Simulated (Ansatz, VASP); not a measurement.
## NbAs: VASP beside Ansatz

```
As Nb
1.0
     3.47348    0.00000    0.00000
     0.00000    3.47348    0.00000
     0.00000    0.00000   24.77287
As Nb
4 4
Direct
  0.00000 0.00000 0.30275
  0.50000 0.00000 0.42132
  0.50000 0.50000 0.53989
  0.00000 0.50000 0.65846
  0.50000 0.50000 0.34154
  0.00000 0.50000 0.46011
  0.00000 0.00000 0.57868
  0.50000 0.00000 0.69725
```

Alike in both runs: task single point; functional PBE; k mesh 10 × 10 × 1; occupations gaussian, width 0.5 eV; no spin polarisation.

```csv
,VASP,Ansatz
version,VASP 6.6.1,Ansatz 0.2.0
potentials or method,"VASP PAW PBE potentials, release 64 (As, Nb_sv), cutoff 520 eV","scalar-relativistic, plane waves, PAW"
valence electrons in the cell,72,112
```

```tsv
	VASP	Ansatz	Ansatz less VASP
gap on the k mesh at the Fermi level (eV)	none	none	-
rms of the force components (eV/Å)	0.299	0.299	0.0000
```

A gap of «none» marks a metal or a gap that the smearing closes. VASP's potentials hold 72 valence electrons a cell and Ansatz's 112, so a difference there can come from the potentials and not from the codes.
